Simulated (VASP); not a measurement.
**Al2Pt: single point with PBE**

Crystal: Al2Pt.

```
CELL_PARAMETERS angstrom
0.00000 2.97185 2.97185
2.97185 0.00000 2.97185
2.97185 2.97185 0.00000
ATOMIC_POSITIONS crystal
Al 0.25000 0.25000 0.25000
Al 0.75000 0.75000 0.75000
Pt 0.00000 0.00000 0.00000
```

```
Program             : VASP 6.6.1
Task                : single point
Functional          : PBE
Potentials or basis : VASP PAW PBE potentials, release 64 (Al, Pt)
Cutoff              : 500 eV
k mesh              : 6 × 6 × 6
Occupations         : gaussian, width 0.1 eV
Spin                : no spin polarisation
```

```json
{"Pressure": "-0.1 GPa", "Band gap on the k mesh": "zero (band 8 reaches 11.51 eV, above the bottom of band 9 at 6.13 eV)"}
```

Levels at points of the mesh, in eV from the Fermi level:
| k point | band 5 | band 6 | band 7 | band 8 | band 9 | band 10 | band 11 | band 12 |
| --- | --- | --- | --- | --- | --- | --- | --- | --- |
| (0.00, 0.00, 0.00) | -3.66 | -3.66 | 2.80 | 3.78 | 3.78 | 3.78 | 5.29 | 5.29 |
| (0.50, 0.00, 0.00) | -3.68 | -3.45 | -3.45 | 0.99 | 0.99 | 3.71 | 5.06 | 5.06 |
| (0.50, 0.50, 0.00) | -3.75 | -3.39 | -3.18 | -1.60 | -1.60 | 3.00 | 3.33 | 8.04 |

It took 9.9 s on 1 thread of Intel Xeon 6455B, on a shared host, peak memory 0.18 GiB.

Caveat: spin-orbit coupling is left out, which moves the levels of the heavy elements.
